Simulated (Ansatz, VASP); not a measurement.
# Two plane-wave programs on Ni

```
Ni
1.0
     0.00000    1.73757    1.70282
     1.73757    0.00000    1.70282
     1.73757    1.73757    0.00000
Ni
1
Direct
  0.00000 0.00000 0.00000
```

Alike in both runs: functional PBE; k mesh 11 × 11 × 11; occupations fermi-dirac, width 0.05 eV; collinear spin.

```csv
,VASP,Ansatz
version,VASP 6.6.1,Ansatz 0.2.0
potentials or method,"VASP PAW PBE potentials, release 64 (Ni)",Ansatz PAW
plane-wave cutoff (eV),520,420
valence electrons in the cell,10,18
task,single point,band structure
```

VASP gave:

- gap on the k mesh at the Fermi level (eV): none
- pressure (GPa): 12.6
- traceless stress, the component that is largest in VASP (GPa): 1.88
- net moment per atom (μB): 0.57
- size of the moment on the site where the two differ most (μB): 0.58

What did Ansatz give for the same quantities?

gap on the k mesh at the Fermi level (eV): none; pressure (GPa): 12.9; traceless stress, the component that is largest in VASP (GPa): 1.95; net moment per atom (μB): 0.57; size of the moment on the site where the two differ most (μB): 0.61.

Site moments also hang on the region over which each program counts them. A gap of «none» marks a metal or a gap that the smearing closes. The functional is the same, so the differences come from potentials, cutoffs and numerics. VASP's potentials hold 10 valence electrons a cell and Ansatz's 18, so a difference there can come from the potentials and not from the codes.
